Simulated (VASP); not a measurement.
# Mg2Sn (Fm-3m) in VASP: further runs

Mg2Sn is run at these levels: LDA; tasks: single point, relaxation of cell and atoms.

All numbers are computed with VASP 6.6.1; they aren't measurements. Logs are shortened: lines on timing, memory, paths and dates and some standing lists are left out, and cuts for length are marked.

### 1 The cell of the first run

It takes space group Fm-3m (No. 225, cubic). The conventional cell has a = 6.664 Å, b = 6.664 Å, c = 6.664 Å, α = 90.00°, β = 90.00°, γ = 90.00°. Mg (site symmetry -43m) has 4 Sn at 2.89 Å and 6 Mg at 3.33 Å within 3.8 Å. Within 3.8 Å of Sn (site symmetry m-3m) lie 8 Mg at 2.89 Å.

### 2 Single point, LDA

Input file INCAR:

```
SYSTEM = Mg2Sn
ALGO     = Normal         ! electronic algorithm
EDIFF    = 1E-6           ! SCF threshold, eV
ENCUT    = 600            ! plane-wave cutoff, eV
GGA_COMPAT= .False.      
ISIF     = 2              ! what is computed and relaxed
ISMEAR   = 0              ! smearing method
LASPH    = .True.         ! aspherical terms in the spheres
LCHARG   = .False.        ! write CHGCAR
LREAL    = .False.        ! projectors in reciprocal space
LWAVE    = .False.        ! write WAVECAR
NBANDS   = 16             ! bands
NELM     = 120            ! most SCF steps
PREC     = Accurate       ! precision mode
SIGMA    = 0.1            ! smearing width, eV
```

Input file KPOINTS:

```
k-points
0
Gamma
  12 12 12
  0 0 0
```

Input file POSCAR:

```
Mg2Sn
1.0
    0.0000000000      3.3319804773      3.3319804773
    3.3319804773      0.0000000000      3.3319804773
    3.3319804773      3.3319804773      0.0000000000
Mg Sn
2 1
Direct
    0.2500000000      0.2500000000      0.2500000000
    0.7500000000      0.7500000000      0.7500000000
    0.0000000000      0.0000000000      0.0000000000
```

Potentials or basis: VASP PAW LDA potentials, release 64 (Mg, Sn_d).

Started as:

```bash
$ cat potpaw_LDA.64/Mg/POTCAR potpaw_LDA.64/Sn_d/POTCAR > POTCAR
$ mpirun -np 1 vasp_std > vasp.out
```

OUTCAR:

```text
SYSTEM = Mg2Sn
   EDIFF = 1E-6
   ENCUT = 600
   ISIF = 2
   ISMEAR = 0
   LASPH = .True.
   LREAL = .False.
   NELM = 120
   PREC = Accurate

 ion  position               nearest neighbor table
   1  0.250  0.250  0.250-   3 2.89   3 2.89   3 2.89   3 2.89   2 3.33   2 3.33   2 3.33   2 3.33
                             2 3.33   2 3.33
   2  0.750  0.750  0.750-   3 2.89   3 2.89   3 2.89   3 2.89   1 3.33   1 3.33   1 3.33   1 3.33
                             1 3.33   1 3.33
   3  0.000  0.000  0.000-   2 2.89   2 2.89   2 2.89   1 2.89   2 2.89   1 2.89   1 2.89   1 2.89

  LATTYP: Found a face centered cubic cell.
 ALAT       =     6.6639609546

  Lattice vectors:

 A1 = (   0.0000000000,   3.3319804773,   3.3319804773)
 A2 = (   3.3319804773,   0.0000000000,   3.3319804773)
 A3 = (   3.3319804773,   3.3319804773,   0.0000000000)

Analysis of symmetry for initial positions (statically):
=====================================================================
 Subroutine PRICEL returns:
 Original cell was already a primitive cell.

 Routine SETGRP: Setting up the symmetry group for a
 face centered cubic supercell.

 Subroutine GETGRP returns: Found 48 space group operations
 (whereof 48 operations were pure point group operations)
 out of a pool of 48 trial point group operations.

The static configuration has the point symmetry O_h .

Analysis of symmetry for dynamics (positions and initial velocities):
=====================================================================
 Subroutine PRICEL returns:
 Original cell was already a primitive cell.

 Routine SETGRP: Setting up the symmetry group for a
 face centered cubic supercell.

 Subroutine GETGRP returns: Found 48 space group operations
 (whereof 48 operations were pure point group operations)
 out of a pool of 48 trial point group operations.

The dynamic configuration has the point symmetry O_h .

 Subroutine INISYM returns: Found 48 space group operations
 (whereof 48 operations are pure point group operations),
 and found     1 'primitive' translations

----------------------------------------------------------------------------------------

                                     Primitive cell

  volume of cell :      73.9839

  direct lattice vectors                    reciprocal lattice vectors
     0.000000000  3.331980477  3.331980477    -0.150060903  0.150060903  0.150060903
     3.331980477  0.000000000  3.331980477     0.150060903 -0.150060903  0.150060903
     3.331980477  3.331980477  0.000000000     0.150060903  0.150060903 -0.150060903

  length of vectors
     4.712131981  4.712131981  4.712131981     0.259913109  0.259913109  0.259913109

  position of ions in fractional coordinates (direct lattice)
     0.250000000  0.250000000  0.250000000
     0.750000000  0.750000000  0.750000000
     0.000000000  0.000000000  0.000000000

  ion indices of the primitive-cell ions
   primitive index   ion index
                 1           1
                 2           2
                 3           3

----------------------------------------------------------------------------------------

 KPOINTS: k-points

Automatic generation of k-mesh.
 Grid dimensions read from file:
 generate k-points for:   12   12   12

 Generating k-lattice:

  Cartesian coordinates                     Fractional coordinates (reciprocal lattice)
    -0.012505075  0.012505075  0.012505075     0.083333333  0.000000000  0.000000000
     0.012505075 -0.012505075  0.012505075     0.000000000  0.083333333  0.000000000
     0.012505075  0.012505075 -0.012505075     0.000000000  0.000000000  0.083333333

  Length of vectors
     0.021659426  0.021659426  0.021659426

  Shift w.r.t. Gamma in fractional coordinates (k-lattice)
     0.000000000  0.000000000  0.000000000

 Subroutine IBZKPT returns following result:
 ===========================================

 Found     72 irreducible k-points:

 Following reciprocal coordinates:
            Coordinates               Weight
  0.000000  0.000000  0.000000      1.000000
  0.083333  0.000000  0.000000      8.000000
  0.166667  0.000000  0.000000      8.000000
  0.250000  0.000000  0.000000      8.000000
  0.333333  0.000000  0.000000      8.000000
  0.416667  0.000000  0.000000      8.000000
[... 16 lines left out ...]
  0.500000  0.166667  0.000000     24.000000
 -0.416667  0.166667  0.000000     24.000000
 [... further k-points ...]
   k-points           NKPTS =     72   k-points in BZ     NKDIM =     72   number of bands    NBANDS=     16
   number of dos      NEDOS =    301   number of ions     NIONS =      3
   total plane-waves  NPLWV =  64000
   dimension x,y,z NGX =    40 NGY =   40 NGZ =   40
   dimension x,y,z NGXF=    80 NGYF=   80 NGZF=   80
   ions per type =               2   1
   NGX,Y,Z   is equivalent  to a cutoff of  14.11, 14.11, 14.11 a.u.
   NGXF,Y,Z  is equivalent  to a cutoff of  28.22, 28.22, 28.22 a.u.
 SYSTEM =  Mg2Sn
   PREC   = accura    normal or accurate (medium, high low for compatibility)
   ISTART =      0    job   : 0-new  1-cont  2-samecut
   ICHARG =      2    charge: 1-file 2-atom 10-const
   ISPIN  =      1    spin polarized calculation?
   LNONCOLLINEAR =      F non collinear calculations
   LSORBIT =      F    spin-orbit coupling
   LASPH  =      T    aspherical Exc in radial PAW
   ENCUT  =  600.0 eV  44.10 Ry    6.64 a.u.   9.41  9.41  9.41*2*pi/ulx,y,z
   NELM   =    120;   NELMIN=  2; NELMDL= -5     # of ELM steps
   EDIFF  = 0.1E-05   stopping-criterion for ELM
   LREAL  =      F    real-space projection
   EDIFFG = 0.1E-04   stopping-criterion for IOM
   NSW    =      0    number of steps for IOM
   IBRION =     -1    ionic relax: 0-MD 1-quasi-New 2-CG
   NFREE  =      0    steps in history (QN), initial steepest desc. (CG)
   ISIF   =      2    stress and relaxation
   ISYM   =      2    0-nonsym 1-usesym 2-fastsym
   POTIM  = 0.5000    time-step for ionic-motion
   TEBEG  =    0.0;   TEEND  =   0.0 temperature during run
   PSTRESS=    0.0 pullay stress
   NELECT =      18.0000    total number of electrons
   NUPDOWN=      -1.0000    fix difference up-down
   EMIN   =  10.00;   EMAX   =-10.00  energy-range for DOS
   EFERMI =   0.00;   METHOD = LEGACY
   ISMEAR =     0;   SIGMA  =   0.10  broadening in eV -4-tet -1-fermi 0-gaus
   EFERMI_NEDOS =   21; number of points for ismear=-14 and -15
   IALGO  =     38    algorithm
   IMIX   =      4    mixing-type and parameters
     AMIX     =   0.40;   BMIX     =  1.00
     AMIX_MAG =   1.60;   BMIX_MAG =  1.00
  volume/ion in A,a.u.               =      24.66       166.42
  Fermi-wavevector in a.u.,A,eV,Ry     =   1.022005  1.931310 14.211220  1.044495
  Thomas-Fermi vector in A             =   2.155661
   LORBIT       =      0    0 simple, 1 ext, 2 COOP (PROOUT), +10 PAW based schemes
   GGA     = CA    functional components
   LHFCALC =     F    Hartree Fock is set to
   AEXX    =    0.0000 exact exchange contribution
   IVDW    =     0    specifies the selected vdW correction
   LEPSILON=     F    determine dielectric tensor
   LRPA    =     F    only Hartree local field effects (RPA)
 non-spin polarized calculation
 Gauss-broadening in eV      SIGMA  =   0.10
  energy-cutoff  :      600.00
  volume of cell :       73.98
 maximum number of plane-waves:      2497
 NGX is ok and might be reduce to    40
   NGX = 19   NGY = 19   NGZ = 19

 number of electron      17.9999999 magnetization

 Free energy of the ion-electron system (eV)
  ---------------------------------------------------
  ext. energy  EPLUGINS =         0.00000000
  ---------------------------------------------------
  free energy    TOTEN  =        -8.93872569 eV

  energy without entropy =       -8.93730099  energy(sigma->0) =       -8.93801334

 E-fermi :   4.3618     XC(G=0):  -9.1371

 val. band max:        4.3557080494   @ k =   0.4167   0.4167   0.0000
 cond. band min:       4.3859056850   @ k =   0.0000   0.0000   0.0000
 fundamental gap:      0.0301976356
 Fermi energy:         4.3617786221

 k-point     1 :       0.0000    0.0000    0.0000
  band No.  band energies     occupation
      1     -16.5304      2.00000
      2     -16.5304      2.00000
      3     -16.5304      2.00000
      4     -16.4858      2.00000
      5     -16.4858      2.00000
      6      -4.9467      2.00000
[... 8 lines left out ...]
     15       9.9831      0.00000
     16       9.9831      0.00000

 k-point     2 :       0.0833    0.0000    0.0000
  band No.  band energies     occupation
      1     -16.5304      2.00000
      2     -16.5301      2.00000
      3     -16.5301      2.00000
      4     -16.4858      2.00000
      5     -16.4858      2.00000
      6      -4.8880      2.00000
[... 8 lines left out ...]
     15       9.3445      0.00000
     16       9.3445      0.00000

 k-point     3 :       0.1667    0.0000    0.0000
  band No.  band energies     occupation
      1     -16.5302      2.00000
      2     -16.5294      2.00000
      3     -16.5294      2.00000
      4     -16.4857      2.00000
      5     -16.4857      2.00000
      6      -4.7153      2.00000
[... 8 lines left out ...]
     15       8.8822      0.00000
     16       9.4164      0.00000

 k-point     4 :       0.2500    0.0000    0.0000
  band No.  band energies     occupation
      1     -16.5300      2.00000
      2     -16.5284      2.00000
      3     -16.5284      2.00000
      4     -16.4855      2.00000
      5     -16.4855      2.00000
      6      -4.4421      2.00000
[... 8 lines left out ...]
     15       9.0219      0.00000
     16       9.1134      0.00000
[... 324 lines left out ...]
 k-point    22 :       0.4167    0.1667    0.0000
  band No.  band energies     occupation
      1     -16.5306      2.00000
      2     -16.5264      2.00000
      3     -16.5257      2.00000
      4     -16.4864      2.00000
      5     -16.4842      2.00000
      6      -3.8074      2.00000
[... 8 lines left out ...]
     15      11.3898      0.00000
     16      11.7894      0.00000

 k-point    23 :       0.5000    0.1667    0.0000
  band No.  band energies     occupation
      1     -16.5298      2.00000
      2     -16.5265      2.00000
      3     -16.5254      2.00000
      4     -16.4860      2.00000
      5     -16.4844      2.00000
      6      -3.5371      2.00000
[... 8 lines left out ...]
     15      11.4437      0.00000
     16      11.9152      0.00000

 k-point    24 :      -0.4167    0.1667    0.0000
  band No.  band energies     occupation
      1     -16.5290      2.00000
      2     -16.5269      2.00000
      3     -16.5256      2.00000
      4     -16.4856      2.00000
      5     -16.4848      2.00000
      6      -3.4929      2.00000
[... 8 lines left out ...]
     15      10.3499      0.00000
     16      10.8463      0.00000

 [... further k-points ...]

------------------------ aborting loop because EDIFF is reached ----------------------------------------

  FORCE on cell =-STRESS in cart. coord.  units (eV):
  Direction    XX          YY          ZZ          XY          YZ          ZX
  --------------------------------------------------------------------------------------
  -------------------------------------------------------------------------------------
  Total       -0.1246661     -0.1246661     -0.1246661     -0.0000000      0.0000000     -0.0000000
  in kB       -2.6997382     -2.6997382     -2.6997382     -0.0000000      0.0000000     -0.0000000
  external PRESSURE =      -2.6997382 kB  Pullay stress =       0.0000000 kB

 VOLUME and BASIS-vectors are now :
 -----------------------------------------------------------------------------
  energy-cutoff  :      600.00
  volume of cell :       73.98
      direct lattice vectors                 reciprocal lattice vectors
     0.000000000  3.331980477  3.331980477    -0.150060903  0.150060903  0.150060903
     3.331980477  0.000000000  3.331980477     0.150060903 -0.150060903  0.150060903
     3.331980477  3.331980477  0.000000000     0.150060903  0.150060903 -0.150060903

 POSITION                                       TOTAL-FORCE (eV/Angst)
 -----------------------------------------------------------------------------------
      1.66599      1.66599      1.66599         0.000000      0.000000      0.000000
      4.99797      4.99797      4.99797        -0.000000     -0.000000     -0.000000
      0.00000      0.00000      0.00000        -0.000000     -0.000000     -0.000000
 -----------------------------------------------------------------------------------
    total drift:                               -0.000000      0.000000     -0.000000

  FREE ENERGIE OF THE ION-ELECTRON SYSTEM (eV)
  ---------------------------------------------------
  free  energy   TOTEN  =        -8.9387256872 eV

  energy  without entropy=       -8.9373009902  energy(sigma->0) =       -8.93801334
```

Wall time 2.6 min (1 thread of Intel Xeon 8259CL, shared host); peak memory 0.27 GiB.

Results:

| Item | Value |
| --- | --- |
| Free energy | -8.9387 eV |
| Pressure | -0.3 GPa |
| Band gap on the k mesh | zero (band 9 reaches 4.39 eV, above the bottom of band 10 at 4.27 eV) |

Caveat: spin-orbit coupling is left out, which moves the levels of the heavy elements.

(Part 1 of 2 ends here.)
